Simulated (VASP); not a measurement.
# BN (P6_3mc) in VASP: G0W0 quasiparticle levels with PBE

Aim: the G0W0 quasiparticle levels of BN with PBE.

All numbers are computed with VASP 6.6.1; they aren't measurements. Logs are shortened: lines on timing, memory, paths and dates and some standing lists are left out, and cuts for length are marked.

### Step 1. The cell of the first run

Symmetry: P6_3mc, No. 186, hexagonal system. The conventional cell has a = 2.544 Å, b = 2.544 Å, c = 4.208 Å, α = 90.00°, β = 90.00°, γ = 120.00°. Within 2.1 Å of B (site symmetry 3m) lie 4 N at 1.56 to 1.58 Å. Within 2.1 Å of N (site symmetry 3m) lie 4 B at 1.56 to 1.58 Å.

### Step 2. G0W0 quasiparticle levels, PBE

File POSCAR:

```
BN
1.0
    2.5439500161      0.0000000000      0.0000000000
   -1.2719750081      2.2031253399      0.0000000000
    0.0000000000      0.0000000000      4.2078153010
B N
2 2
Direct
    0.3333333333      0.6666666667      0.0002034636
    0.6666666667      0.3333333333      0.5002034636
    0.3333333333      0.6666666667      0.3747965364
    0.6666666667      0.3333333333      0.8747965364
```

File INCAR.step1:

```
SYSTEM = BN
ALGO = Normal
EDIFF = 1E-8
ENCUT = 500
GGA = PE
ISMEAR = 0
LASPH = .True.
LCHARG = .False.
LREAL = .False.
LWAVE = .True.
NELM = 100
PREC = Accurate
SIGMA = 0.01
```

File INCAR.step2:

```
SYSTEM = BN
ALGO = Exact
EDIFF = 1E-8
ENCUT = 500
GGA = PE
ISMEAR = 0
ISTART = 1
LASPH = .True.
LCHARG = .False.
LOPTICS = .True.
LREAL = .False.
LWAVE = .True.
NBANDS = 78
NELM = 1
PREC = Accurate
SIGMA = 0.01
```

File INCAR.step3:

```
SYSTEM = BN
ALGO = EVGW0
EDIFF = 1E-8
ENCUT = 500
ENCUTGW = 120.0
GGA = PE
ISMEAR = 0
ISTART = 1
LASPH = .True.
LCHARG = .False.
LREAL = .False.
LWAVE = .False.
NBANDS = 78
NBANDSGW = 16
NELMGW = 1
NOMEGA = 96
OMEGAMAX = 20
PREC = Accurate
PRECFOCK = Fast
SIGMA = 0.01
```

File KPOINTS:

```
k-points
0
Gamma
  6 6 4
  0 0 0
```

Potentials or basis: VASP PAW PBE potentials, release 64 (B_GW, N_GW).

Command:

```
cat potpaw_PBE.64/B_GW/POTCAR potpaw_PBE.64/N_GW/POTCAR > POTCAR
cp INCAR.step1 INCAR
mpirun -np 1 vasp_std > vasp.out
cp INCAR.step2 INCAR
mpirun -np 1 vasp_std > vasp.out
cp INCAR.step3 INCAR
mpirun -np 1 vasp_std > vasp.out
```

OUTCAR:

```text
SYSTEM = BN
   EDIFF = 1E-8
   ENCUT = 500
   ENCUTGW = 120.0
   GGA = PE
   ISMEAR = 0
   ISTART = 1
   LASPH = .True.
   LREAL = .False.
   NELMGW = 1
   PREC = Accurate
   PRECFOCK = Fast

 ion  position               nearest neighbor table
   1  0.333  0.667  0.000-   4 1.56   4 1.56   4 1.56   3 1.58
   2  0.667  0.333  0.500-   3 1.56   3 1.56   3 1.56   4 1.58
   3  0.333  0.667  0.375-   2 1.56   2 1.56   2 1.56   1 1.58
   4  0.667  0.333  0.875-   1 1.56   1 1.56   1 1.56   2 1.58

  LATTYP: Found a hexagonal cell.
 ALAT       =     2.5439500161
 C/A-ratio  =     1.6540479468

  Lattice vectors:

 A1 = (   2.5439500161,   0.0000000000,   0.0000000000)
 A2 = (  -1.2719750081,   2.2031253399,   0.0000000000)
 A3 = (   0.0000000000,   0.0000000000,   4.2078153010)

Analysis of symmetry for initial positions (statically):
=====================================================================
 Subroutine PRICEL returns:
 Original cell was already a primitive cell.

 Routine SETGRP: Setting up the symmetry group for a
 hexagonal supercell.

 Subroutine GETGRP returns: Found 12 space group operations
 (whereof  6 operations were pure point group operations)
 out of a pool of 24 trial point group operations.

The static configuration has the point symmetry C_3v.
 The point group associated with its full space group is C_6v.

Analysis of symmetry for dynamics (positions and initial velocities):
=====================================================================
 Subroutine PRICEL returns:
 Original cell was already a primitive cell.

 Routine SETGRP: Setting up the symmetry group for a
 hexagonal supercell.

 Subroutine GETGRP returns: Found 12 space group operations
 (whereof  6 operations were pure point group operations)
 out of a pool of 24 trial point group operations.

The dynamic configuration has the point symmetry C_3v.
 The point group associated with its full space group is C_6v.

 Subroutine INISYM returns: Found 12 space group operations
 (whereof  6 operations are pure point group operations),
 and found     1 'primitive' translations

----------------------------------------------------------------------------------------

                                     Primitive cell

  volume of cell :      23.5833

  direct lattice vectors                    reciprocal lattice vectors
     2.543950016  0.000000000  0.000000000     0.393089484  0.226950320  0.000000000
    -1.271975008  2.203125340  0.000000000     0.000000000  0.453900639  0.000000000
     0.000000000  0.000000000  4.207815301     0.000000000  0.000000000  0.237653017

  length of vectors
     2.543950016  2.543950016  4.207815301     0.453900639  0.453900639  0.237653017

  position of ions in fractional coordinates (direct lattice)
     0.333333333  0.666666667  0.000203464
     0.666666667  0.333333333  0.500203464
     0.333333333  0.666666667  0.374796536
     0.666666667  0.333333333  0.874796536

  ion indices of the primitive-cell ions
   primitive index   ion index
                 1           1
                 2           2
                 3           3
                 4           4

----------------------------------------------------------------------------------------

 KPOINTS: k-points

Automatic generation of k-mesh.
 Grid dimensions read from file:
 generate k-points for:    6    6    4

 Generating k-lattice:

  Cartesian coordinates                     Fractional coordinates (reciprocal lattice)
     0.065514914  0.037825053  0.000000000     0.166666667  0.000000000  0.000000000
     0.000000000  0.075650107  0.000000000     0.000000000  0.166666667  0.000000000
     0.000000000  0.000000000  0.059413254     0.000000000  0.000000000  0.250000000

  Length of vectors
     0.075650107  0.075650107  0.059413254

  Shift w.r.t. Gamma in fractional coordinates (k-lattice)
     0.000000000  0.000000000  0.000000000

 Subroutine IBZKPT returns following result:
 ===========================================

 Found     21 irreducible k-points:

 Following reciprocal coordinates:
            Coordinates               Weight
  0.000000  0.000000  0.000000      1.000000
  0.166667  0.000000  0.000000      6.000000
  0.333333  0.000000  0.000000      6.000000
  0.500000  0.000000  0.000000      3.000000
  0.166667  0.166667  0.000000      6.000000
  0.333333  0.166667  0.000000     12.000000
[... 13 lines left out ...]
  0.333333  0.166667  0.500000     12.000000
  0.333333  0.333333  0.500000      2.000000
   k-points           NKPTS =     21   k-points in BZ     NKDIM =    144   number of bands    NBANDS=     78
   number of dos      NEDOS =    301   number of ions     NIONS =      4
   total plane-waves  NPLWV =  12800
   dimension x,y,z NGX =    20 NGY =   20 NGZ =   32
   dimension x,y,z NGXF=    40 NGYF=   40 NGZF=   64
   ions per type =               2   2
   NGX,Y,Z   is equivalent  to a cutoff of  13.07, 13.07, 12.64 a.u.
   NGXF,Y,Z  is equivalent  to a cutoff of  26.14, 26.14, 25.29 a.u.
 SYSTEM =  BN
   PREC   = accura    normal or accurate (medium, high low for compatibility)
   ISTART =      1    job   : 0-new  1-cont  2-samecut
   ICHARG =      0    charge: 1-file 2-atom 10-const
   ISPIN  =      1    spin polarized calculation?
   LNONCOLLINEAR =      F non collinear calculations
   LSORBIT =      F    spin-orbit coupling
   LASPH  =      T    aspherical Exc in radial PAW
   ENCUT  =  500.0 eV  36.75 Ry    6.06 a.u.   4.64  4.64  7.67*2*pi/ulx,y,z
   NELM   =     60;   NELMIN=  2; NELMDL=  0     # of ELM steps
   EDIFF  = 0.1E-07   stopping-criterion for ELM
   LREAL  =      F    real-space projection
   EDIFFG = 0.1E-06   stopping-criterion for IOM
   NSW    =      0    number of steps for IOM
   IBRION =     -1    ionic relax: 0-MD 1-quasi-New 2-CG
   NFREE  =      0    steps in history (QN), initial steepest desc. (CG)
   ISIF   =      0    stress and relaxation
   ISYM   =      3    0-nonsym 1-usesym 2-fastsym
   POTIM  = 0.5000    time-step for ionic-motion
   TEBEG  =    0.0;   TEEND  =   0.0 temperature during run
   PSTRESS=    0.0 pullay stress
   NELECT =      16.0000    total number of electrons
   NUPDOWN=      -1.0000    fix difference up-down
   EMIN   =  10.00;   EMAX   =-10.00  energy-range for DOS
   EFERMI =   0.00;   METHOD = LEGACY
   ISMEAR =     0;   SIGMA  =   0.01  broadening in eV -4-tet -1-fermi 0-gaus
   EFERMI_NEDOS =   21; number of points for ismear=-14 and -15
   IALGO  =     38    algorithm
   IMIX   =      4    mixing-type and parameters
     AMIX     =   0.40;   BMIX     =  1.00
     AMIX_MAG =   1.60;   BMIX_MAG =  1.00
  volume/ion in A,a.u.               =       5.90        39.79
  Fermi-wavevector in a.u.,A,eV,Ry     =   1.438512  2.718393 28.154745  2.069315
  Thomas-Fermi vector in A             =   2.557470
   LORBIT       =      0    0 simple, 1 ext, 2 COOP (PROOUT), +10 PAW based schemes
   GGA     = PE    functional components
   LHFCALC =     T    Hartree Fock is set to
   PRECFOCK=fast      Normal, Fast or Accurate (Low or Medium for compatibility)
   ENCUT4O =  -1.0   cutoff for four orbital integrals eV
   NKREDX  =     1    reduce k-point grid by
   NKREDY  =     1    reduce k-point grid by
   NKREDZ  =     1    reduce k-point grid by
   AEXX    =    1.0000 exact exchange contribution
   HFSCREEN=    0.0000 screening length (either q_TF or 0.3 A-1)
   HFSCREENC=   0.0000 screening length for correlation (either q_TF or 0.3 A-1)
   ENCUTFOCK=  -1.0 apply spherical cutoff to Coloumb kernel
   IVDW    =     0    specifies the selected vdW correction
   LEPSILON=     F    determine dielectric tensor
   LRPA    =     F    only Hartree local field effects (RPA)
   LRPAFORCE           =     F    calculate RPA forces
   ENCUTGW             = 120.0    cutoff for response function in eV
   ENCUTGWSOFT         =  96.0    soft cutoff for Coulomb kernel in GW response function in eV
   ENCUTLF             =  -1.0    cutoff for local field effects
   NELMGW              =     1    number of iterations in solving QP/BSE equation
   NELMHF              =     1    number of iterations in the inner HF iteration
   NKREDLFX            =     1    NKREDLFY  =   1   NKREDLFZ  =   1
 non-spin polarized calculation
 Gauss-broadening in eV      SIGMA  =   0.01
  energy-cutoff  :      500.00
  volume of cell :       23.58
 maximum number of plane-waves:       609
 NGX is ok and might be reduce to    20
  NGX = 12; NGY = 12; NGZ = 20
   NGX =  9   NGY =  9   NGZ = 15
 maximum number of plane-waves:        76
 NGX is ok and might be reduce to    10

 QP shifts <psi_nk| G(iteration)W_0 |psi_nk>: iteration 1
 for sc-GW calculations column KS-energies equals QP-energies in previous step
 and V_xc(KS)=  KS-energies - (<T + V_ion + V_H > + <T+V_H+V_ion>^1  + <V_x>^1)

 k-point   1 :       0.0000    0.0000    0.0000
  band No.  KS-energies  QP-energies   sigma(KS)   V_xc(KS)     V^pw_x(r,r')   Z            occupation Imag(sigma)

      1     -12.7893     -14.6189     -17.8233     -15.5003     -26.5187       0.7876       2.0000       1.3303
      2      -8.6263     -10.0380     -18.6945     -16.8460     -26.7663       0.7637       2.0000       0.7769
      3      -3.3002      -4.7705     -16.4146     -14.4702     -21.6944       0.7562       2.0000       0.1274
      4       5.5106       4.7041     -18.3851     -17.4026     -21.6437       0.8209       2.0000       0.0312
      5       5.5106       4.7041     -18.3851     -17.4026     -21.6437       0.8209       2.0000       0.0312
      6       7.3721       6.7939     -18.8964     -18.1977     -21.7359       0.8276       2.0000       0.0262
[... 8 lines left out ...]
     15      19.5634      21.2760     -12.5972     -14.6805      -6.9880       0.8221       0.0000      -0.0537
     16      23.8962      25.6868     -14.1654     -16.4712      -7.3973       0.7766       0.0000      -0.1085

 k-point   2 :       0.1667    0.0000    0.0000
  band No.  KS-energies  QP-energies   sigma(KS)   V_xc(KS)     V^pw_x(r,r')   Z            occupation Imag(sigma)

      1     -12.1887     -13.9274     -17.8412     -15.6038     -26.4435       0.7771       2.0000       1.2523
      2      -8.1779      -9.5608     -18.8081     -16.9820     -26.7705       0.7573       2.0000       0.7002
      3      -2.7059      -4.1640     -16.4937     -14.5811     -21.5813       0.7624       2.0000       0.1070
      4       3.1496       2.0671     -17.8025     -16.4674     -21.5016       0.8108       2.0000       0.0408
      5       4.5618       3.6550     -18.0686     -16.9591     -21.4762       0.8173       2.0000       0.0347
      6       5.6479       4.8361     -18.6375     -17.6474     -21.9348       0.8199       2.0000       0.0317
[... 8 lines left out ...]
     15      21.1577      22.9798     -12.9756     -15.2300      -6.9861       0.8083       0.0000      -0.0647
     16      22.9971      24.5230     -13.0513     -14.9623      -6.8766       0.7985       0.0000      -0.0844
[... 348 lines left out ...]
      5       2.0657       0.9026     -17.3472     -15.9046     -21.1949       0.8062       2.0000       0.0459
      6       2.0657       0.9026     -17.3472     -15.9046     -21.1949       0.8062       2.0000       0.0459
[... 8 lines left out ...]
     15      23.8992      25.7740     -13.9134     -16.3166      -7.1736       0.7801       0.0000      -0.1046
     16      23.8992      25.7740     -13.9134     -16.3166      -7.1736       0.7801       0.0000      -0.1046

 k-point  21 :       0.3333    0.3333    0.5000
  band No.  KS-energies  QP-energies   sigma(KS)   V_xc(KS)     V^pw_x(r,r')   Z            occupation Imag(sigma)

      1      -7.3254      -8.6415     -19.0979     -17.3351     -26.8692       0.7466       2.0000       0.5804
      2      -7.3254      -8.6415     -19.0979     -17.3351     -26.8692       0.7466       2.0000       0.5804
      3      -1.2109      -2.6902     -17.2493     -15.3459     -22.1356       0.7772       2.0000       0.0813
      4      -1.2109      -2.6902     -17.2493     -15.3459     -22.1356       0.7772       2.0000       0.0813
      5      -0.1118      -1.4232     -16.5722     -14.9199     -20.7948       0.7937       2.0000       0.0612
      6      -0.1118      -1.4232     -16.5722     -14.9199     -20.7948       0.7937       2.0000       0.0612
[... 8 lines left out ...]
     15      24.3505      26.2572     -14.0122     -16.4811      -7.0311       0.7723       0.0000      -0.1175
     16      24.3505      26.2572     -14.0122     -16.4811      -7.0311       0.7723       0.0000      -0.1175
```

Wall time 3.9 min (1 thread of AMD EPYC 7R13 (Zen 3), shared host); peak memory 0.31 GiB.

What came out:

- Quasiparticle gap: 6.53 eV
- Least direct quasiparticle gap: 10.14 eV
- Band gap of the starting levels on the mesh: 5.19 eV
- Least direct gap of the starting levels on the mesh: 8.32 eV

Caveat: the k points lie up to 0.48 Å⁻¹ apart; bands, screening cutoff and mesh are small and nothing is extrapolated, so the quasiparticle values aren't converged; the structure was generated, so it needn't be the stable form of BN.
